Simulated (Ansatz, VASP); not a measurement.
## Two plane-wave programs on GaP

```xyz
4
Lattice="2.0159 1.1639 5.5806 -2.0159 1.1639 5.5806 0.0000 -2.3278 5.5806" Properties=species:S:1:pos:R:3 pbc="T T T"
Ga    0.0000    0.0000    7.2991
Ga    0.0000    0.0000    9.4428
P     0.0000    0.0000    0.9716
P     0.0000    0.0000   15.7702
```

Alike in both runs: task single point; functional LDA; k mesh 9 × 9 × 9; occupations gaussian, width 0.05 eV; no spin polarisation.

|  | VASP | Ansatz |
| --- | --- | --- |
| version | VASP 6.6.1 | Ansatz 0.2.0 |
| potentials or method | VASP PAW LDA potentials, release 64 (Ga_d, P), cutoff 520 eV | scalar-relativistic, plane waves, PAW |
| valence electrons in the cell | 36 | 36 |

```csv
,VASP,Ansatz,Ansatz less VASP
gap on the k mesh at the Fermi level (eV),none,none,-
pressure (GPa),7.1,7.1,-0.03
"traceless stress, the component that is largest in VASP (GPa)",31.95,32.07,+0.121
rms of the force components (eV/Å),2.090,2.121,+0.0317
```

Ansatz warns that its potentials were made for another functional, while VASP's fit it. LDA's correlation is that of Perdew and Zunger in VASP and of Perdew and Wang (1992) in Ansatz. Atom by atom the forces differ by 0.052 eV/Å (rms over components). A gap of «none» marks a metal or a gap that the smearing closes.
